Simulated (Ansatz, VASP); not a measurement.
SrCl2: VASP beside Ansatz

Contents of POSCAR:

```
SrCl2
1.0
    0.0000000000      3.0396974255      3.0396974255
    3.0396974255      0.0000000000      3.0396974255
    3.0396974255      3.0396974255      0.0000000000
Sr Cl
1 2
Direct
    0.0000000000      0.0000000000      0.0000000000
    0.2500000000      0.2500000000      0.2500000000
    0.7500000000      0.7500000000      0.7500000000
```

INCAR.step1

```
PREC = Accurate
ENCUT = 520
ISMEAR = 0
SIGMA = 0.02
LREAL = False
LASPH = True
NELM = 100
NBANDS = 19
GGA = PE
ALGO = Normal
EDIFF = 1E-4
LWAVE = True
LCHARG = False
```

Contents of INCAR.step2:

```
PREC = Accurate
ENCUT = 520
EDIFF = 1E-7
ISMEAR = 0
SIGMA = 0.02
LREAL = False
LASPH = True
NELM = 100
ALGO = Normal
ISIF = 2
LWAVE = False
LCHARG = False
METAGGA = R2SCAN
LMIXTAU = True
NBANDS = 19
ISTART = 1
```

The input KPOINTS:

```
regular mesh
0
Gamma
  6 6 6
```

Input for Ansatz:

```yaml
crystal:
  lattice:
    - [0.0, 3.0396974255, 3.0396974255]
    - [3.0396974255, 0.0, 3.0396974255]
    - [3.0396974255, 3.0396974255, 0.0]
  atoms:
    - { symbol: Sr, position: [0.0, 0.0, 0.0] }
    - { symbol: Cl, position: [0.25, 0.25, 0.25] }
    - { symbol: Cl, position: [0.75, 0.75, 0.75] }
basis:
  ecutwfc: 500
kpoints:
  mp_grid: { grid: [6, 6, 6] }
  band_path: { path: [VBM, CBM], npoints: 2 }
hamiltonian:
  xc: r2scan
scf:
  occupations: { method: gaussian, width: 0.02 }
output:
  forces: true
  stress: true
  eigenvalues: true
checkpoint:
  read: start.run
  write: ck
  compress: false
  write_wavefunctions: false
  write_every: 100000
```

Alike in both runs: task single point; functional r2SCAN; k mesh 6 × 6 × 6; occupations gaussian, width 0.02 eV; no spin polarisation.

|  | VASP | Ansatz |
| --- | --- | --- |
| version | VASP 6.6.1 | Ansatz 0.2.0 |
| potentials or method | VASP PAW PBE potentials, release 64 (Sr_sv, Cl), cutoff 520 eV | scalar-relativistic, plane waves, PAW |
| valence electrons in the cell | 24 | 24 |

|  | VASP | Ansatz | Ansatz less VASP |
| --- | --- | --- | --- |
| gap on the k mesh at the Fermi level (eV) | 5.40 | 5.40 | +0.003 |
| least direct gap on the mesh (eV) | 5.40 | 5.40 | +0.003 |

VASP's potentials were made for PBE, not for r2SCAN. With one functional, cell and mesh, what is left measures potentials, basis and numerics.
